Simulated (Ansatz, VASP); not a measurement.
**Two plane-wave programs on Mo**

The input INCAR:

```
ALGO = Normal ; EDIFF = 1E-6
ENCUT = 520 ; GGA = PE
ISIF = 2 ; ISMEAR = -1
LASPH = True ; LCHARG = False
LREAL = False ; LWAVE = False
NBANDS = 13 ; NELM = 60
PREC = Accurate ; SIGMA = 0.1
```

The input KPOINTS:

```
k-points
0
Gamma
  23 23 23
```

The input POSCAR:

```
Mo
1.0
   -1.5600067832      1.5600067832      1.5600067832
    1.5600067832     -1.5600067832      1.5600067832
    1.5600067832      1.5600067832     -1.5600067832
Mo
1
Direct
    0.0000000000      0.0000000000      0.0000000000
```

Input for Ansatz:

```yaml
crystal:
  lattice:
    - [-1.5600067832, 1.5600067832, 1.5600067832]
    - [1.5600067832, -1.5600067832, 1.5600067832]
    - [1.5600067832, 1.5600067832, -1.5600067832]
  atoms:
    - { symbol: Mo, position: [0.0, 0.0, 0.0] }
hamiltonian:
  xc: pbe
  pseudopotentials:
    kind: paw
    azcp:
      Mo: "pseudopotentials/Mo.paw.azcp"
basis:
  ecutwfc: 420
  fft_grid_basis: typed
kpoints:
  mp_grid: { grid: [23, 23, 23], shift: [0, 0, 0] }
magnetization:
  spin_polarized: false
scf:
  occupations: { method: fermi_dirac, width: 0.1 }
output:
  stress: true
```

Alike in both runs: task single point; functional PBE; k mesh 23 × 23 × 23; occupations fermi-dirac, width 0.1 eV; no spin polarisation.

|  | VASP | Ansatz |
| --- | --- | --- |
| version | VASP 6.6.1 | Ansatz 0.2.0 |
| potentials or method | VASP PAW PBE potentials, release 64 (Mo_sv), cutoff 520 eV | plane waves (420 eV) with PAW, scalar-relativistic |
| valence electrons in the cell | 14 | 14 |

```csv
,VASP,Ansatz,Ansatz less VASP
pressure (GPa),11.6,11.0,-0.60
```
